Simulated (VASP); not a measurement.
Wanted: the native input for a VASP 6.6.1 run.

```
Task                   : single point
Functional             : LDA
Potentials or basis    : VASP PAW LDA potentials, release 64 (Cs_sv)
Cutoff                 : 520 eV
k mesh                 : 7 × 7 × 7
Occupations            : fermi-dirac, width 0.08 eV
Spin                   : no spin polarisation
Dipole correction      : no
Further INCAR settings : ALGO = Normal; EDIFF = 1e-06; NBANDS = 16
```

The structure of Cs lies in POSCAR:

```
Cs
1.0
    0.0000000000      5.1425242447      5.1425242447
    5.1425242447      0.0000000000      5.1425242447
    5.1425242447      5.1425242447      0.0000000000
Cs
2
Direct
   -0.1250000000     -0.1250000000     -0.1250000000
    0.1250000000      0.1250000000      0.1250000000
```

This isn't the form of Cs at room conditions, which is bcc.

One way to write it, as run:

INCAR

```
SYSTEM = Cs
PREC = Accurate
ENCUT = 520
EDIFF = 1E-6
ISMEAR = -1
SIGMA = 0.08
LREAL = .FALSE.
LASPH = .TRUE.
NELM = 100
ALGO = Normal
ISIF = 2
LWAVE = .FALSE.
LCHARG = .FALSE.
NBANDS = 16
```

KPOINTS

```
Automatic mesh
0
G
  7 7 7
  0 0 0
```

Potentials or basis: VASP PAW LDA potentials, release 64 (Cs_sv).

Run with:

```bash
$ cat potpaw_LDA.64/Cs_sv/POTCAR > POTCAR
$ mpirun -np 1 vasp_std > vasp.out
```

Results of the run:

```yaml
Pressure: 0.1 GPa
```

Wall time 43 s on 1 thread of Intel(R) Xeon(R) 6975P-C (Granite Rapids) (shared host), peak memory 0.32 GiB.
